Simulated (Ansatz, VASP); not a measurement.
## One calculation of NbC2, two programs

INCAR

```
PREC = Accurate
ENCUT = 600
EDIFF = 1E-6
ISMEAR = 0
SIGMA = 0.1
LREAL = False
LASPH = True
NELM = 100
ALGO = Normal
ISIF = 3
LWAVE = False
LCHARG = False
GGA = PE
IBRION = 2
NSW = 90
EDIFFG = -0.04
```

Contents of KPOINTS:

```
regular mesh
0
Gamma
  4 4 4
```

File POSCAR:

```
NbC2
1.0
    4.6059624700      0.0000000000      0.0000000000
    0.0000000000      4.6059624700      0.0000000000
    0.0000000000      0.0000000000      4.6059624700
Nb C
2 4
Direct
    0.0000000000      0.0000000000      0.0000000000
    0.5000000000      0.5000000000      0.5000000000
    0.7500000000      0.7500000000      0.7500000000
    0.2500000000      0.2500000000      0.7500000000
    0.2500000000      0.7500000000      0.2500000000
    0.7500000000      0.2500000000      0.2500000000
```

Input for Ansatz:

```yaml
crystal:
  lattice:
    - [4.60596247, 0.0, 0.0]
    - [0.0, 4.60596247, 0.0]
    - [0.0, 0.0, 4.60596247]
  atoms:
    - { symbol: Nb, position: [0.0, 0.0, 0.0] }
    - { symbol: Nb, position: [0.5, 0.5, 0.5] }
    - { symbol: C, position: [0.75, 0.75, 0.75] }
    - { symbol: C, position: [0.25, 0.25, 0.75] }
    - { symbol: C, position: [0.25, 0.75, 0.25] }
    - { symbol: C, position: [0.75, 0.25, 0.25] }
basis:
  ecutwfc: 420
kpoints:
  mp_grid: { grid: [4, 4, 4] }
hamiltonian:
  xc: pbe
scf:
  occupations: { method: gaussian, width: 0.1 }
  lower_state_search: "off"
output:
  forces: true
  stress: true
  eigenvalues: true
relax:
  adjacent_minimum: "off"
  f_tol: 0.04
  max_steps: 70
  cell: { stress_tol: 0.4 }
```

Alike in both runs: task relaxation of cell and atoms; functional PBE; k mesh 4 × 4 × 4; occupations gaussian, width 0.1 eV; no spin polarisation.

|  | VASP | Ansatz |
| --- | --- | --- |
| version | VASP 6.6.1 | Ansatz 0.2.0 |
| potentials or method | VASP PAW PBE potentials, release 64 (Nb_sv, C), cutoff 600 eV | scalar-relativistic, plane waves, PAW |
| valence electrons in the cell | 42 | 42 |

|  | VASP | Ansatz | Ansatz less VASP |
| --- | --- | --- | --- |
| gap on the k mesh at the Fermi level, each at its own relaxed structure (eV) | none | none | - |
| relaxed volume (Å³/atom) | 16.94 | 16.96 | +0.015 |
| relaxed length of the cell vector where the two differ most in proportion (Å) | 4.667 | 4.668 | +0.0014 |

A gap of «none» marks a metal or a gap that the smearing closes.
